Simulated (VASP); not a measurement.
Set up this calculation in VASP 6.6.1, as the native input.

```yaml
Task: single point
Functional: PBE
Potentials_or_basis: VASP PAW PBE potentials, release 64 (Hf_pv, Te)
Cutoff: 520 eV
k_mesh: 4 × 4 × 4
Occupations: gaussian, width 0.1 eV
Spin: no spin polarisation
Dipole_correction: no
Further_INCAR_settings: ALGO = Fast; EDIFF = 1e-06; NBANDS = 57
```

The structure of Hf4Te lies in POSCAR:

```
Hf4Te
1.0
    0.0000000000      5.3231056300      5.3231056300
    5.3231056300      0.0000000000      5.3231056300
    5.3231056300      5.3231056300      0.0000000000
Hf Te
8 2
Direct
    0.3761259900      0.3761259900      0.3761259900
    0.3761259900      0.3761259900      0.8716220300
    0.3761259900      0.8716220300      0.3761259900
    0.8738740100      0.8738740100      0.3783779700
    0.8738740100      0.8738740100      0.8738740100
    0.8716220300      0.3761259900      0.3761259900
    0.8738740100      0.3783779700      0.8738740100
    0.3783779700      0.8738740100      0.8738740100
    0.0000000000      0.0000000000      0.0000000000
    0.2500000000      0.2500000000      0.2500000000
```

The cell was built from a structure type or drawn by symmetry, and may not be a known phase.

These files were run (other wordings do the same):

INCAR

```
  PREC = Accurate
  ENCUT = 520
  EDIFF = 1E-6
  ISMEAR = 0
  SIGMA = 0.1
  LREAL = False
  LASPH = True
  NELM = 100
  ALGO = Fast
  ISIF = 2
  LWAVE = False
  LCHARG = False
  GGA = PE
  NBANDS = 57
```

KPOINTS

```
regular mesh
0
Gamma
  4 4 4
```

Potentials or basis: VASP PAW PBE potentials, release 64 (Hf_pv, Te).

Run with:

```bash
$ cat potpaw_PBE.64/Hf_pv/POTCAR potpaw_PBE.64/Te/POTCAR > POTCAR
$ mpirun -np 1 vasp_std > vasp.out
```

Results of the run:

```json
{
  "Pressure": "11.8 GPa",
  "Largest force": "9.280 eV/Å",
  "Band gap on the k mesh": "zero (bands 46 and 47 overlap by 0.21 eV)"
}
```

Caveat: the cell stands under pressure; spin-orbit coupling is left out, which moves the levels of the heavy elements; forces of over 1 eV/Å act on the atoms, so gaps and moduli don't describe the material at rest.

Wall time 2.7 min on 1 thread of AMD EPYC 9R45 96-Core Processor (Zen 5) (shared host), peak memory 0.43 GiB.
